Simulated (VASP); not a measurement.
A run of VASP 6.6.1 is set up as follows.

POSCAR

```
Zr
1.0
   -1.7431186532      1.7431186532      1.7431186532
    1.7431186532     -1.7431186532      1.7431186532
    1.7431186532      1.7431186532     -1.7431186532
Zr
1
Direct
    0.0000000000      0.0000000000      0.0000000000
```

The input INCAR.step1:

```
PREC     = Accurate       # precision mode
ENCUT    = 520            # plane-wave cutoff, eV
ISMEAR   = -1             # smearing method
SIGMA    = 0.1            # smearing width, eV
LREAL    = F              # projectors in reciprocal space
LASPH    = T              # aspherical terms in the spheres
NELM     = 60             # most SCF steps
NBANDS   = 12             # bands
GGA      = PE             # functional
ALGO     = Normal         # electronic algorithm
EDIFF    = 1E-4           # SCF threshold, eV
LWAVE    = T              # write WAVECAR
LCHARG   = F              # write CHGCAR
```

INCAR.step2

```
PREC     = Accurate       # precision mode
ENCUT    = 520            # plane-wave cutoff, eV
EDIFF    = 1E-6           # SCF threshold, eV
ISMEAR   = -1             # smearing method
SIGMA    = 0.1            # smearing width, eV
LREAL    = F              # projectors in reciprocal space
LASPH    = T              # aspherical terms in the spheres
NELM     = 60             # most SCF steps
ALGO     = Normal         # electronic algorithm
ISIF     = 2              # what is computed and relaxed
LWAVE    = F              # write WAVECAR
LCHARG   = F              # write CHGCAR
METAGGA  = R2SCAN         # meta-GGA
LMIXTAU  = T            
NBANDS   = 12             # bands
ISTART   = 1
```

Contents of KPOINTS:

```
Automatic mesh
0
Gamma
  14 14 14
```

Potentials or basis: VASP PAW PBE potentials, release 64 (Zr_sv).

Launch:

```bash
$ cat potpaw_PBE.64/Zr_sv/POTCAR > POTCAR
$ cp INCAR.step1 INCAR
$ mpirun -np 1 vasp_std > vasp.out
$ cp INCAR.step2 INCAR
$ mpirun -np 1 vasp_std > vasp.out
```

Task: Predict the pressure.

Result: 8.1 GPa.

Task: Predict the band gap on the k mesh.

Result: Zero (bands 6 and 7 overlap by 2.15 eV).

Caveat: the cell stands under pressure; the PAW data sets were made with another functional, which shifts forces and pressure a little.
